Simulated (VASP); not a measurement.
# Na5H (P-62m) in VASP: relaxation of cell and atoms with PBE

Aim: the relaxation of cell and atoms of Na5H with PBE.

Program: VASP 6.6.1. These are calculated values, not measurements. Logs are shortened: lines on timing, memory, paths and dates and some standing lists are left out, and cuts for length are marked.

## (1) The cell of the first run

It takes space group P-62m (No. 189, hexagonal). The conventional cell has a = 5.765 Å, b = 5.765 Å, c = 5.101 Å, α = 90.00°, β = 90.00°, γ = 120.00°. Within 4.0 Å of Na (site symmetry m2m) lie 10 Na at 3.08 to 3.92 Å and 2 H at 3.41 Å. Na (site symmetry -6) has 9 Na at 3.11 to 3.33 Å and 3 H at 3.33 Å within 4.1 Å. Within 4.4 Å of H (site symmetry -62m) lie 18 Na at 3.33 to 4.33 Å.

The cell was built from a structure type or drawn by symmetry, and may not be a known phase.

## (2) Relaxation of cell and atoms, PBE

INCAR reads:

```
  ALGO = Normal
  EDIFF = 1E-7
  EDIFFG = -0.04
  ENCUT = 970
  GGA = PE
  GGA_COMPAT = F
  IBRION = 2
  ISIF = 3
  ISMEAR = 0
  LASPH = T
  LCHARG = F
  LREAL = F
  LWAVE = F
  NELM = 120
  NELMIN = 4
  NSW = 90
  PREC = Accurate
  SIGMA = 0.1
```

KPOINTS reads:

```
k-points
0
Gamma
  3 3 4
```

POSCAR reads:

```
Na5H
1.0
    5.7652214800      0.0000000000      0.0000000000
   -2.8826107400      4.9928282600      0.0000000000
    0.0000000000      0.0000000000      5.1009950700
Na H
5 1
Direct
    0.0000000000      0.6075096100      0.0000000000
    0.6075096100      0.0000000000      0.0000000000
    0.3924903900      0.3924903900      0.0000000000
    0.6666666700      0.3333333300      0.5000000000
    0.3333333300      0.6666666700      0.5000000000
    0.0000000000      0.0000000000      0.5000000000
```

Potentials or basis: VASP PAW PBE potentials, release 64 (Na_sv, H).

Started as:

```sh
$ cat potpaw_PBE.64/Na_sv/POTCAR potpaw_PBE.64/H/POTCAR > POTCAR
$ mpirun -np 1 vasp_std > vasp.out
```

OUTCAR:

```text
EDIFF = 1E-7
   EDIFFG = -0.04
   ENCUT = 970
   GGA = PE
   IBRION = 2
   ISIF = 3
   ISMEAR = 0
   LASPH = T
   LREAL = F
   NELM = 120
   NELMIN = 4
   NSW = 90
   PREC = Accurate

 ion  position               nearest neighbor table
   1  0.000  0.608  0.000-
   2  0.608  0.000  0.000-
   3  0.392  0.392  0.000-
   4  0.667  0.333  0.500-
   5  0.333  0.667  0.500-
   6  0.000  0.000  0.500-

  LATTYP: Found a hexagonal cell.
 ALAT       =     5.7652214800
 C/A-ratio  =     0.8847873560

  Lattice vectors:

 A1 = (   5.7652214800,   0.0000000000,   0.0000000000)
 A2 = (  -2.8826107400,   4.9928282600,   0.0000000000)
 A3 = (   0.0000000000,   0.0000000000,   5.1009950700)

Analysis of symmetry for initial positions (statically):
=====================================================================
 Subroutine PRICEL returns:
 Original cell was already a primitive cell.

 Routine SETGRP: Setting up the symmetry group for a
 hexagonal supercell.

 Subroutine GETGRP returns: Found 12 space group operations
 (whereof 12 operations were pure point group operations)
 out of a pool of 24 trial point group operations.

The static configuration has the point symmetry D_3h.

Analysis of symmetry for dynamics (positions and initial velocities):
=====================================================================
 Subroutine PRICEL returns:
 Original cell was already a primitive cell.

 Routine SETGRP: Setting up the symmetry group for a
 hexagonal supercell.

 Subroutine GETGRP returns: Found 12 space group operations
 (whereof 12 operations were pure point group operations)
 out of a pool of 24 trial point group operations.

The dynamic configuration has the point symmetry D_3h.

 Subroutine INISYM returns: Found 12 space group operations
 (whereof 12 operations are pure point group operations),
 and found     1 'primitive' translations

----------------------------------------------------------------------------------------

                                     Primitive cell

  volume of cell :     146.8309

  direct lattice vectors                    reciprocal lattice vectors
     5.765221480  0.000000000  0.000000000     0.173453874  0.100143641  0.000000000
    -2.882610740  4.992828260  0.000000000     0.000000000  0.200287282  0.000000000
     0.000000000  0.000000000  5.100995070     0.000000000  0.000000000  0.196040182

  length of vectors
     5.765221480  5.765221480  5.100995070     0.200287282  0.200287282  0.196040182

  position of ions in fractional coordinates (direct lattice)
     0.000000000  0.607509610  0.000000000
     0.607509610  0.000000000  0.000000000
     0.392490390  0.392490390  0.000000000
     0.666666670  0.333333330  0.500000000
     0.333333330  0.666666670  0.500000000
     0.000000000  0.000000000  0.500000000

  ion indices of the primitive-cell ions
   primitive index   ion index
                 1           1
                 2           2
                 3           3
                 4           4
                 5           5
                 6           6

----------------------------------------------------------------------------------------

 KPOINTS: k-points

Automatic generation of k-mesh.
 Grid dimensions read from file:
 generate k-points for:    3    3    4

 Generating k-lattice:

  Cartesian coordinates                     Fractional coordinates (reciprocal lattice)
     0.057817958  0.033381214  0.000000000     0.333333333  0.000000000  0.000000000
     0.000000000  0.066762427  0.000000000     0.000000000  0.333333333  0.000000000
     0.000000000  0.000000000  0.049010045     0.000000000  0.000000000  0.250000000

  Length of vectors
     0.066762427  0.066762427  0.049010045

  Shift w.r.t. Gamma in fractional coordinates (k-lattice)
     0.000000000  0.000000000  0.000000000

 Subroutine IBZKPT returns following result:
 ===========================================

 Found      9 irreducible k-points:

 Following reciprocal coordinates:
            Coordinates               Weight
  0.000000  0.000000  0.000000      1.000000
  0.333333 -0.000000  0.000000      6.000000
  0.333333  0.333333  0.000000      2.000000
  0.000000  0.000000  0.250000      2.000000
  0.333333 -0.000000  0.250000     12.000000
  0.333333  0.333333  0.250000      4.000000
  0.000000  0.000000  0.500000      1.000000
  0.333333 -0.000000  0.500000      6.000000
  0.333333  0.333333  0.500000      2.000000
   k-points           NKPTS =      9   k-points in BZ     NKDIM =      9   number of bands    NBANDS=     27
   number of dos      NEDOS =    301   number of ions     NIONS =      6
   total plane-waves  NPLWV = 194400
   dimension x,y,z NGX =    60 NGY =   60 NGZ =   54
   dimension x,y,z NGXF=   120 NGYF=  120 NGZF=  108
   ions per type =               5   1
   NGX,Y,Z   is equivalent  to a cutoff of  17.30, 17.30, 17.60 a.u.
   NGXF,Y,Z  is equivalent  to a cutoff of  34.60, 34.60, 35.20 a.u.
 SYSTEM =  unknown system
   PREC   = accura    normal or accurate (medium, high low for compatibility)
   ISTART =      0    job   : 0-new  1-cont  2-samecut
   ICHARG =      2    charge: 1-file 2-atom 10-const
   ISPIN  =      1    spin polarized calculation?
   LNONCOLLINEAR =      F non collinear calculations
   LSORBIT =      F    spin-orbit coupling
   LASPH  =      T    aspherical Exc in radial PAW
   ENCUT  =  970.0 eV  71.29 Ry    8.44 a.u.  14.64 14.64 12.95*2*pi/ulx,y,z
   NELM   =    120;   NELMIN=  4; NELMDL= -5     # of ELM steps
   EDIFF  = 0.1E-06   stopping-criterion for ELM
   LREAL  =      F    real-space projection
   EDIFFG = -.4E-01   stopping-criterion for IOM
   NSW    =     90    number of steps for IOM
   IBRION =      2    ionic relax: 0-MD 1-quasi-New 2-CG
   NFREE  =      1    steps in history (QN), initial steepest desc. (CG)
   ISIF   =      3    stress and relaxation
   ISYM   =      2    0-nonsym 1-usesym 2-fastsym
   POTIM  = 0.5000    time-step for ionic-motion
   TEBEG  =    0.0;   TEEND  =   0.0 temperature during run
   PSTRESS=    0.0 pullay stress
   NELECT =      46.0000    total number of electrons
   NUPDOWN=      -1.0000    fix difference up-down
   EMIN   =  10.00;   EMAX   =-10.00  energy-range for DOS
   EFERMI =   0.00;   METHOD = LEGACY
   ISMEAR =     0;   SIGMA  =   0.10  broadening in eV -4-tet -1-fermi 0-gaus
   EFERMI_NEDOS =   21; number of points for ismear=-14 and -15
   IALGO  =     38    algorithm
   IMIX   =      4    mixing-type and parameters
     AMIX     =   0.40;   BMIX     =  1.00
     AMIX_MAG =   1.60;   BMIX_MAG =  1.00
  volume/ion in A,a.u.               =      24.47       165.14
  Fermi-wavevector in a.u.,A,eV,Ry     =   1.111872  2.101134 16.820340  1.236260
  Thomas-Fermi vector in A             =   2.248440
   LORBIT       =      0    0 simple, 1 ext, 2 COOP (PROOUT), +10 PAW based schemes
   GGA     = PE    functional components
   LHFCALC =     F    Hartree Fock is set to
   AEXX    =    0.0000 exact exchange contribution
   IVDW    =     0    specifies the selected vdW correction
   LEPSILON=     F    determine dielectric tensor
   LRPA    =     F    only Hartree local field effects (RPA)
 conjugate gradient relaxation of ions
 non-spin polarized calculation
 Gauss-broadening in eV      SIGMA  =   0.10
  energy-cutoff  :      970.00
  volume of cell :      146.83
 maximum number of plane-waves:     10112
 NGX is ok and might be reduce to    60
   NGX = 29   NGY = 29   NGZ = 25

--------------------------------------- Ionic step        1  -------------------------------------------

 number of electron      46.0000030 magnetization

 Free energy of the ion-electron system (eV)
  ---------------------------------------------------
  ext. energy  EPLUGINS =         0.00000000
  ---------------------------------------------------
  free energy    TOTEN  =        -7.53165808 eV

  energy without entropy =       -7.53125655  energy(sigma->0) =       -7.53145732

------------------------ aborting loop because EDIFF is reached ----------------------------------------

  FORCE on cell =-STRESS in cart. coord.  units (eV):
  Direction    XX          YY          ZZ          XY          YZ          ZX
  --------------------------------------------------------------------------------------
  -------------------------------------------------------------------------------------
  Total        2.9087063      2.9087063      4.5756724      0.0000000      0.0000000      0.0000000
  in kB       31.7389776     31.7389776     49.9284376      0.0000000      0.0000000      0.0000000
  external PRESSURE =      37.8021309 kB  Pullay stress =       0.0000000 kB
[... 101 lines left out ...]
  FREE ENERGIE OF THE ION-ELECTRON SYSTEM (eV)
  ---------------------------------------------------
  free  energy   TOTEN  =        -8.2030524480 eV

  energy  without entropy=       -8.2006842188  energy(sigma->0) =       -8.20186833

[... ionic steps 4 to 39 ...]

--------------------------------------- Ionic step       40  -------------------------------------------

 number of electron      46.0000001 magnetization

------------------------ aborting loop because EDIFF is reached ----------------------------------------

  FORCE on cell =-STRESS in cart. coord.  units (eV):
  Direction    XX          YY          ZZ          XY          YZ          ZX
  --------------------------------------------------------------------------------------
  -------------------------------------------------------------------------------------
  Total       -0.1050038     -0.1050038     -0.4867604      0.0000000      0.0000000      0.0000000
  in kB       -1.0398830     -1.0398830     -4.8205296      0.0000000      0.0000000      0.0000000
  external PRESSURE =      -2.3000985 kB  Pullay stress =       0.0000000 kB
[... 65 lines left out ...]
  energy  without entropy=       -8.9823331502  energy(sigma->0) =       -8.99406895

--------------------------------------- Ionic step       42  -------------------------------------------

 number of electron      46.0000015 magnetization

 Free energy of the ion-electron system (eV)
  ---------------------------------------------------
  ext. energy  EPLUGINS =         0.00000000
  ---------------------------------------------------
  free energy    TOTEN  =        -9.00948524 eV

  energy without entropy =       -8.98601524  energy(sigma->0) =       -8.99775024

 E-fermi :   1.3713     XC(G=0):  -6.9557

 val. band max:        1.3622651926   @ k =   0.3333   0.3333   0.0000
 cond. band min:       1.4599474346   @ k =   0.0000   0.0000   0.0000
 fundamental gap:      0.0976822420
 Fermi energy:         1.3712824247

 k-point     1 :       0.0000    0.0000    0.0000
  band No.  band energies     occupation
      1     -51.9852      2.00000
      2     -51.9770      2.00000
      3     -51.9770      2.00000
      4     -51.8078      2.00000
      5     -51.8078      2.00000
      6     -23.9635      2.00000
[... 292 lines left out ...]
  FREE ENERGIE OF THE ION-ELECTRON SYSTEM (eV)
  ---------------------------------------------------
  free  energy   TOTEN  =        -9.0094852380 eV

  energy  without entropy=       -8.9860152406  energy(sigma->0) =       -8.99775024

 reached required accuracy - stopping structural energy minimisation
```

It took 43 min on 1 thread of Intel Xeon Platinum 8259CL at 2.50GHz (Skylake/Cascade Lake), shared host; peak memory 0.47 GiB.

Results:

| Property | Result |
| --- | --- |
| Free energy | -9.0095 eV |
| Relaxed volume | 26.49 Å³/atom |
| Relaxed cell | a = 7.124 Å, b = 7.124 Å, c = 3.616 Å, α = 90.00°, β = 90.00°, γ = 120.00° |
| Space group after relaxing (to 0.1 Å) | P-62m (No. 189) |
| Energy gained by relaxing | 246.3 meV/atom |
| Ionic steps | 42 |
| Pressure after relaxing | 0.1 GPa |
| Largest force after relaxing | 0.028 eV/Å |
| Band gap on the k mesh | zero (bands 23 and 24 overlap by 1.45 eV) |

Forces on the atoms (eV/Å):
```
Na   0.014 -0.024  0.000
Na  -0.028  0.000  0.000
Na   0.014  0.024  0.000
Na   0.000  0.000  0.000
Na   0.000  0.000  0.000
H    0.000  0.000  0.000
```

Step by step:
```tsv
step	energy change (eV)	largest force (eV/Å)	pressure (GPa)	volume (Å³)
1	0.0000	0.8171	3.78	146.83
3	-0.6714	0.4224	0.23	187.90
5	-0.7083	0.3242	-0.37	201.92
7	-0.8291	0.2759	-0.30	193.27
9	-0.5046	1.1214	1.24	157.39
11	-0.9546	0.0921	0.09	173.23
13	-0.9608	0.0043	0.01	175.72
15	-1.0181	0.0587	0.16	172.37
17	-0.8358	0.8485	3.27	136.45
19	-1.1490	0.6616	2.14	147.86
21	-1.1528	0.6674	2.10	147.86
23	-1.1657	0.6845	1.90	147.80
25	-1.1666	0.6862	1.84	147.76
27	-1.1849	0.6703	1.72	148.52
29	-1.2569	0.5992	1.17	151.99
31	-1.3937	0.3375	-0.74	166.31
33	-1.4213	0.2478	-0.64	166.81
35	-1.4514	0.0672	0.03	163.67
37	-1.4603	0.0294	-0.40	165.24
39	-1.4664	0.0523	-0.34	163.87
41	-1.4741	0.0818	-0.15	161.07
42	-1.4778	0.0277	0.10	158.96
```

Final structure:
```yaml
crystal:
  lattice:
    - [7.12424, 0.00000, 0.00000]
    - [-3.56212, 6.16977, 0.00000]
    - [0.00000, 0.00000, 3.61632]
  atoms:
    - { symbol: Na, position: [0.00000, 0.75587, 0.00000] }
    - { symbol: Na, position: [0.75587, 0.00000, 0.00000] }
    - { symbol: Na, position: [0.24413, 0.24413, 0.00000] }
    - { symbol: Na, position: [0.66667, 0.33333, 0.50000] }
    - { symbol: Na, position: [0.33333, 0.66667, 0.50000] }
    - { symbol: H, position: [0.00000, 0.00000, 0.50000] }
```

Levels at points of the mesh, in eV from the Fermi level:
| k point | band 20 | band 21 | band 22 | band 23 | band 24 | band 25 |
| --- | --- | --- | --- | --- | --- | --- |
| (0.00, 0.00, 0.00) | -25.08 | -4.93 | -2.29 | 0.09 | 0.09 | 0.21 |
| (0.00, 0.00, 0.50) | -25.10 | -3.50 | -0.92 | 0.31 | 2.38 | 2.38 |

Caveat: the k points lie up to 0.43 Å⁻¹ apart in the final cell, too coarse for converged energies and pressures of a metal; a cell axis changed by over 15 % at a fixed basis, so the end point is rough.
